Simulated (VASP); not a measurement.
Wanted: the native input for a VASP 6.6.1 run.

| Property | Result |
| --- | --- |
| Task | single point |
| Functional | LDA |
| Potentials or basis | VASP PAW LDA potentials, release 64 (Hf_pv, O) |
| Cutoff | 520 eV |
| k mesh | 10 × 10 × 10 |
| Occupations | gaussian, width 0.01 eV |
| Spin | no spin polarisation |
| Dipole correction | no |
| Further INCAR settings | ALGO = Normal; EDIFF = 1e-06; NBANDS = 31 |

The structure of HfO2 lies in POSCAR:

```
HfO2
1.0
   -1.9964436454      1.9964436454      5.2726271629
    1.9964436454     -1.9964436454      5.2726271629
    1.9964436454      1.9964436454     -5.2726271629
Hf O
2 4
Direct
    0.7500000000      0.2500000000      0.5000000000
    0.0000000000      0.0000000000      0.0000000000
    0.5478893361      0.0478893361      0.5000000000
    0.7978893361      0.7978893361      0.0000000000
    0.2021106639      0.2021106639      0.0000000000
    0.9521106639      0.4521106639      0.5000000000
```

These files were run (other wordings do the same):

INCAR

```
SYSTEM = HfO2
PREC = Accurate
ENCUT = 520
EDIFF = 1E-6
ISMEAR = 0
SIGMA = 0.01
LREAL = .False.
LASPH = .True.
NELM = 100
ALGO = Normal
ISIF = 2
LWAVE = .False.
LCHARG = .False.
GGA = CA
NBANDS = 31
```

KPOINTS

```
Automatic mesh
0
Gamma
  10 10 10
  0 0 0
```

Potentials or basis: VASP PAW LDA potentials, release 64 (Hf_pv, O).

Command:

```console
$ cat potpaw_LDA.64/Hf_pv/POTCAR potpaw_LDA.64/O/POTCAR > POTCAR
$ mpirun -np 1 vasp_std > vasp.out
```

It gave:

```json
{"Pressure": "-8.0 GPa", "Largest force": "0.170 eV/Å", "Band gap on the k mesh": "4.27 eV (least direct gap 4.52 eV)"}
```

Caveat: the cell stands under tension; spin-orbit coupling is left out, which moves the levels of the heavy elements.

It took 14 min on 1 thread of Oxide Virtual Turin-like Processor, on a shared host, peak memory 0.36 GiB.
